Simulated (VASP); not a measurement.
# Ta (Im-3m) in VASP: a series of runs

Runs on Ta. Level: PBEsol+D3(BJ). Tasks: single point.

Everything below comes from runs of VASP 6.6.1. Logs are shortened: lines on timing, memory, paths and dates and some standing lists are left out, and cuts for length are marked.

### Step 1. The cell of the first run

Symmetry: Im-3m, No. 229, cubic system. The conventional cell has a = 3.280 Å, b = 3.280 Å, c = 3.280 Å, α = 90.00°, β = 90.00°, γ = 90.00°. Within 3.7 Å of Ta (site symmetry m-3m) lie 14 Ta at 2.84 to 3.28 Å.

### Step 2. Single point, PBEsol+D3(BJ)

File INCAR:

```
SYSTEM = Ta
PREC = Accurate
ENCUT = 500
EDIFF = 1E-6
ISMEAR = 0
SIGMA = 0.1
LREAL = .FALSE.
LASPH = .TRUE.
NELM = 120
ALGO = Normal
ISIF = 2
LWAVE = .FALSE.
LCHARG = .FALSE.
GGA = PS
IVDW = 12
NBANDS = 12
GGA_COMPAT = .FALSE.
```

File KPOINTS:

```
regular mesh
0
G
  8 8 8
  0 0 0
```

File POSCAR:

```
Ta
1.0
   -1.6400000000      1.6400000000      1.6400000000
    1.6400000000     -1.6400000000      1.6400000000
    1.6400000000      1.6400000000     -1.6400000000
Ta
1
Direct
    0.0000000000      0.0000000000      0.0000000000
```

Potentials or basis: VASP PAW PBE potentials, release 64 (Ta_pv).

Started as:

```bash
$ cat potpaw_PBE.64/Ta_pv/POTCAR > POTCAR
$ mpirun -np 1 vasp_std > vasp.out
```

OUTCAR:

```text
SYSTEM = Ta
   PREC = Accurate
   ENCUT = 500
   EDIFF = 1E-6
   ISMEAR = 0
   LREAL = .FALSE.
   LASPH = .TRUE.
   NELM = 120
   ISIF = 2
   GGA = PS
   IVDW = 12
 IVDW          = 12

 ion  position               nearest neighbor table
   1  0.000  0.000  0.000-

  LATTYP: Found a body centered cubic cell.
 ALAT       =     3.2800000000

  Lattice vectors:

 A1 = (  -1.6400000000,   1.6400000000,   1.6400000000)
 A2 = (   1.6400000000,  -1.6400000000,   1.6400000000)
 A3 = (   1.6400000000,   1.6400000000,  -1.6400000000)

Analysis of symmetry for initial positions (statically):
=====================================================================
 Subroutine PRICEL returns:
 Original cell was already a primitive cell.

 Routine SETGRP: Setting up the symmetry group for a
 body centered cubic supercell.

 Subroutine GETGRP returns: Found 48 space group operations
 (whereof 48 operations were pure point group operations)
 out of a pool of 48 trial point group operations.

The static configuration has the point symmetry O_h .

Analysis of symmetry for dynamics (positions and initial velocities):
=====================================================================
 Subroutine PRICEL returns:
 Original cell was already a primitive cell.

 Routine SETGRP: Setting up the symmetry group for a
 body centered cubic supercell.

 Subroutine GETGRP returns: Found 48 space group operations
 (whereof 48 operations were pure point group operations)
 out of a pool of 48 trial point group operations.

The dynamic configuration has the point symmetry O_h .

 Subroutine INISYM returns: Found 48 space group operations
 (whereof 48 operations are pure point group operations),
 and found     1 'primitive' translations

----------------------------------------------------------------------------------------

                                     Primitive cell

  volume of cell :      17.6438

  direct lattice vectors                    reciprocal lattice vectors
    -1.640000000  1.640000000  1.640000000     0.000000000  0.304878049  0.304878049
     1.640000000 -1.640000000  1.640000000     0.304878049  0.000000000  0.304878049
     1.640000000  1.640000000 -1.640000000     0.304878049  0.304878049  0.000000000

  length of vectors
     2.840563324  2.840563324  2.840563324     0.431162671  0.431162671  0.431162671

  position of ions in fractional coordinates (direct lattice)
     0.000000000  0.000000000  0.000000000

  ion indices of the primitive-cell ions
   primitive index   ion index
                 1           1

----------------------------------------------------------------------------------------

 KPOINTS: regular mesh

Automatic generation of k-mesh.
 Grid dimensions read from file:
 generate k-points for:    8    8    8

 Generating k-lattice:

  Cartesian coordinates                     Fractional coordinates (reciprocal lattice)
     0.000000000  0.038109756  0.038109756     0.125000000  0.000000000  0.000000000
     0.038109756  0.000000000  0.038109756     0.000000000  0.125000000  0.000000000
     0.038109756  0.038109756  0.000000000     0.000000000  0.000000000  0.125000000

  Length of vectors
     0.053895334  0.053895334  0.053895334

  Shift w.r.t. Gamma in fractional coordinates (k-lattice)
     0.000000000  0.000000000  0.000000000

 Subroutine IBZKPT returns following result:
 ===========================================

 Found     29 irreducible k-points:

 Following reciprocal coordinates:
            Coordinates               Weight
  0.000000  0.000000  0.000000      1.000000
  0.125000  0.000000  0.000000     12.000000
  0.250000  0.000000  0.000000     12.000000
  0.375000  0.000000  0.000000     12.000000
  0.500000  0.000000  0.000000      6.000000
  0.125000  0.125000  0.000000     24.000000
[... 16 lines left out ...]
 -0.250000  0.250000  0.250000      6.000000
 -0.375000  0.375000  0.250000     24.000000
 [... further k-points ...]
   k-points           NKPTS =     29   k-points in BZ     NKDIM =     29   number of bands    NBANDS=     12
   number of dos      NEDOS =    301   number of ions     NIONS =      1
   total plane-waves  NPLWV =  13824
   dimension x,y,z NGX =    24 NGY =   24 NGZ =   24
   dimension x,y,z NGXF=    48 NGYF=   48 NGZF=   48
   ions per type =               1
   NGX,Y,Z   is equivalent  to a cutoff of  14.05, 14.05, 14.05 a.u.
   NGXF,Y,Z  is equivalent  to a cutoff of  28.09, 28.09, 28.09 a.u.
 SYSTEM =  Ta
   PREC   = accura    normal or accurate (medium, high low for compatibility)
   ISTART =      0    job   : 0-new  1-cont  2-samecut
   ICHARG =      2    charge: 1-file 2-atom 10-const
   ISPIN  =      1    spin polarized calculation?
   LNONCOLLINEAR =      F non collinear calculations
   LSORBIT =      F    spin-orbit coupling
   LASPH  =      T    aspherical Exc in radial PAW
   ENCUT  =  500.0 eV  36.75 Ry    6.06 a.u.   5.18  5.18  5.18*2*pi/ulx,y,z
   NELM   =    120;   NELMIN=  2; NELMDL= -5     # of ELM steps
   EDIFF  = 0.1E-05   stopping-criterion for ELM
   LREAL  =      F    real-space projection
   EDIFFG = 0.1E-04   stopping-criterion for IOM
   NSW    =      0    number of steps for IOM
   IBRION =     -1    ionic relax: 0-MD 1-quasi-New 2-CG
   NFREE  =      0    steps in history (QN), initial steepest desc. (CG)
   ISIF   =      2    stress and relaxation
   ISYM   =      2    0-nonsym 1-usesym 2-fastsym
   POTIM  = 0.5000    time-step for ionic-motion
   TEBEG  =    0.0;   TEEND  =   0.0 temperature during run
   PSTRESS=    0.0 pullay stress
   NELECT =      11.0000    total number of electrons
   NUPDOWN=      -1.0000    fix difference up-down
   EMIN   =  10.00;   EMAX   =-10.00  energy-range for DOS
   EFERMI =   0.00;   METHOD = LEGACY
   ISMEAR =     0;   SIGMA  =   0.10  broadening in eV -4-tet -1-fermi 0-gaus
   EFERMI_NEDOS =   21; number of points for ismear=-14 and -15
   IALGO  =     38    algorithm
   IMIX   =      4    mixing-type and parameters
     AMIX     =   0.40;   BMIX     =  1.00
     AMIX_MAG =   1.60;   BMIX_MAG =  1.00
  volume/ion in A,a.u.               =      17.64       119.07
  Fermi-wavevector in a.u.,A,eV,Ry     =   1.398541  2.642859 26.611867  1.955917
  Thomas-Fermi vector in A             =   2.521689
   LORBIT       =      0    0 simple, 1 ext, 2 COOP (PROOUT), +10 PAW based schemes
   GGA     = PS    functional components
   LHFCALC =     F    Hartree Fock is set to
   AEXX    =    0.0000 exact exchange contribution
   IVDW    =    12    specifies the selected vdW correction
   LEPSILON=     F    determine dielectric tensor
   LRPA    =     F    only Hartree local field effects (RPA)
 non-spin polarized calculation
 Gauss-broadening in eV      SIGMA  =   0.10
  energy-cutoff  :      500.00
  volume of cell :       17.64
 maximum number of plane-waves:       466
 NGX is ok and might be reduce to    24
   NGX = 11   NGY = 11   NGZ = 11

 number of electron      11.0000002 magnetization

 Free energy of the ion-electron system (eV)
  ---------------------------------------------------
  ext. energy  EPLUGINS =         0.00000000
  ---------------------------------------------------
  free energy    TOTEN  =       -12.58304960 eV

  energy without entropy =      -12.57970687  energy(sigma->0) =      -12.58137823

 E-fermi :   5.4791     XC(G=0): -12.8307

 val. band max:        5.3882225895   @ k =   0.2500   0.0000   0.0000
 cond. band min:       5.5214141726   @ k =  -0.2500   0.2500   0.1250
 fundamental gap:      0.1331915831
 Fermi energy:         5.4791123577

 k-point     1 :       0.0000    0.0000    0.0000
  band No.  band energies     occupation
      1     -27.4332      2.00000
      2     -27.4332      2.00000
      3     -27.4332      2.00000
      4      -2.5219      2.00000
      5       6.2192      0.00000
      6       6.2192      0.00000
      7       6.2192      0.00000
      8       9.5611      0.00000
      9       9.5611      0.00000
     10      20.6232      0.00000
     11      20.6232      0.00000
     12      20.6232      0.00000

 k-point     2 :       0.1250    0.0000    0.0000
  band No.  band energies     occupation
      1     -27.6338      2.00000
      2     -27.4949      2.00000
      3     -27.4345      2.00000
      4      -1.8267      2.00000
      5       5.7850      0.00002
      6       6.0346      0.00000
      7       6.9179      0.00000
      8       9.0093      0.00000
      9       9.5740      0.00000
     10      20.2500      0.00000
     11      21.1767      0.00000
     12      21.8408      0.00000

 k-point     3 :       0.2500    0.0000    0.0000
  band No.  band energies     occupation
      1     -28.0945      2.00000
      2     -27.6408      2.00000
      3     -27.4375      2.00000
      4      -0.1818      2.00000
      5       4.8952      2.00000
      6       5.3882      1.80134
      7       8.8986      0.00000
      8       8.9675      0.00000
      9       9.7534      0.00000
     10      20.2428      0.00000
     11      20.8615      0.00000
     12      22.5844      0.00000

 k-point     4 :       0.3750    0.0000    0.0000
  band No.  band energies     occupation
      1     -28.5263      2.00000
      2     -27.7829      2.00000
      3     -27.4407      2.00000
      4       0.9159      2.00000
      5       4.1558      2.00000
      6       5.9329      0.00000
      7       9.4819      0.00000
      8      10.2001      0.00000
      9      11.6986      0.00000
     10      18.6365      0.00000
     11      19.1944      0.00000
     12      20.2900      0.00000

 k-point     5 :       0.5000    0.0000    0.0000
  band No.  band energies     occupation
      1     -28.6977      2.00000
      2     -27.8407      2.00000
      3     -27.4421      2.00000
      4       1.0079      2.00000
      5       3.8809      2.00000
      6       7.1948      0.00000
      7       9.4562      0.00000
      8      10.5110      0.00000
      9      13.5178      0.00000
     10      17.5433      0.00000
     11      17.5455      0.00000
     12      20.2710      0.00000
[... 228 lines left out ...]
      1     -28.3504      2.00000
      2     -28.3504      2.00000
      3     -27.6798      2.00000
      4       3.7475      2.00000
      5       3.7475      2.00000
      6       3.9381      2.00000
      7      10.0634      0.00000
      8      10.0634      0.00000
      9      15.1889      0.00000
     10      17.8019      0.00000
     11      17.8019      0.00000
     12      20.2596      0.00000

 k-point    22 :       0.2500    0.2500    0.2500
  band No.  band energies     occupation
      1     -28.0735      2.00000
      2     -28.0735      2.00000
      3     -28.0735      2.00000
      4       4.2528      2.00000
      5       4.2528      2.00000
      6       4.2528      2.00000
      7      10.6894      0.00000
      8      10.6894      0.00000
      9      12.7692      0.00000
     10      18.6389      0.00000
     11      18.6389      0.00000
     12      18.6389      0.00000

 k-point    23 :      -0.2500    0.2500    0.2500
  band No.  band energies     occupation
      1     -28.1199      2.00000
      2     -27.8656      2.00000
      3     -27.8656      2.00000
      4       1.7645      2.00000
      5       4.4782      2.00000
      6       6.7688      0.00000
      7       6.7688      0.00000
      8       8.7537      0.00000
      9      10.6375      0.00000
     10      20.1723      0.00000
     11      20.4380      0.00000
     12      25.3177      0.00000

 k-point    24 :      -0.3750    0.3750    0.2500
  band No.  band energies     occupation
      1     -28.3779      2.00000
      2     -28.0191      2.00000
      3     -27.9045      2.00000
      4       2.6176      2.00000
      5       3.4354      2.00000
      6       6.7780      0.00000
      7       7.4812      0.00000
      8      11.0552      0.00000
      9      11.1620      0.00000
     10      19.7723      0.00000
     11      20.2957      0.00000
     12      22.1580      0.00000

 [... further k-points ...]

------------------------ aborting loop because EDIFF is reached ----------------------------------------

 Edisp (eV)   -0.74333

 E8    (eV) :    -0.5525

  FORCE on cell =-STRESS in cart. coord.  units (eV):
  Direction    XX          YY          ZZ          XY          YZ          ZX
  --------------------------------------------------------------------------------------
  -------------------------------------------------------------------------------------
  Total      -0.90687    -0.90687    -0.90687     0.00000     0.00000    -0.00000
  in kB     -82.35033   -82.35033   -82.35033     0.00000     0.00000    -0.00000
  external pressure =      -82.35 kB  Pullay stress =        0.00 kB

 VOLUME and BASIS-vectors are now :
 -----------------------------------------------------------------------------
  energy-cutoff  :      500.00
  volume of cell :       17.64
      direct lattice vectors                 reciprocal lattice vectors
    -1.640000000  1.640000000  1.640000000     0.000000000  0.304878049  0.304878049
     1.640000000 -1.640000000  1.640000000     0.304878049  0.000000000  0.304878049
     1.640000000  1.640000000 -1.640000000     0.304878049  0.304878049  0.000000000

 POSITION                                       TOTAL-FORCE (eV/Angst)
 -----------------------------------------------------------------------------------
      0.00000      0.00000      0.00000         0.000000      0.000000     -0.000000
 -----------------------------------------------------------------------------------
    total drift:                                0.000000      0.000000      0.000000

  FREE ENERGIE OF THE ION-ELECTRON SYSTEM (eV)
  ---------------------------------------------------
  free  energy   TOTEN  =       -13.3263753209 eV

  energy  without entropy=      -13.3230325879  energy(sigma->0) =      -13.32470395
```

It took 11 s on 1 thread of AMD EPYC 7R13, shared host; peak memory 0.12 GiB.

Results:

```
Free energy                : -13.3264 eV
Pressure                   : -8.2 GPa
Dispersion energy per atom : -0.743 eV
```

Levels at points of the mesh, in eV from the Fermi level:
```
           k point  band 3  band 4  band 5  band 6  band 7  band 8
(0.00, 0.00, 0.00)  -32.91   -8.00    0.74    0.74    0.74    4.08
(0.50, 0.00, 0.00)  -32.92   -4.47   -1.60    1.72    3.98    5.03
(0.50, 0.50, 0.50)  -33.79   -3.93   -3.93    7.04    7.04    7.04
```

Caveat: the PAW data sets were made with another functional, which shifts forces and pressure a little; spin-orbit coupling is left out, which moves the levels of the heavy elements; pairwise dispersion overbinds metals, which lowers pressure and volume.

### Step 3. Single point, PBEsol+D3(BJ)

This run uses another cell than the first one, of 16.97 Å³/atom, 0.962 times its volume.

File INCAR:

```
ALGO = Normal
EDIFF = 1E-6
ENCUT = 500
GGA = PS
GGA_COMPAT = False
ISIF = 2
ISMEAR = 0
IVDW = 12
LASPH = True
LCHARG = False
LREAL = False
LWAVE = False
NBANDS = 12
NELM = 120
PREC = Accurate
SIGMA = 0.1
```

File KPOINTS:

```
k-points
0
Gamma
  8 8 8
```

File POSCAR:

```
Ta
1.0
   -1.6188802514      1.6188802514      1.6188802514
    1.6188802514     -1.6188802514      1.6188802514
    1.6188802514      1.6188802514     -1.6188802514
Ta
1
Direct
    0.0000000000      0.0000000000      0.0000000000
```

Potentials or basis: VASP PAW PBE potentials, release 64 (Ta_pv).

Started as:

```bash
$ cat potpaw_PBE.64/Ta_pv/POTCAR > POTCAR
$ mpirun -np 1 vasp_std > vasp.out
```

Wall time 7.2 s (1 thread of AMD EPYC 7R13, shared host); peak memory 0.1 GiB.

Results (log left out):

```yaml
Free_energy: -13.3433 eV
Pressure: 0.4 GPa
Dispersion_energy_per_atom: -0.773 eV
```

Levels at points of the mesh, in eV from the Fermi level:
```tsv
k point	band 3	band 4	band 5	band 6	band 7	band 8
(0.00, 0.00, 0.00)	-32.72	-8.10	0.77	0.77	0.77	4.26
(0.50, 0.00, 0.00)	-32.74	-4.61	-1.68	1.96	4.18	5.28
(0.50, 0.50, 0.50)	-33.71	-4.13	-4.13	7.40	7.40	7.40
```

Caveat: the PAW data sets were made with another functional, which shifts forces and pressure a little; spin-orbit coupling is left out, which moves the levels of the heavy elements; pairwise dispersion overbinds metals, which lowers pressure and volume.
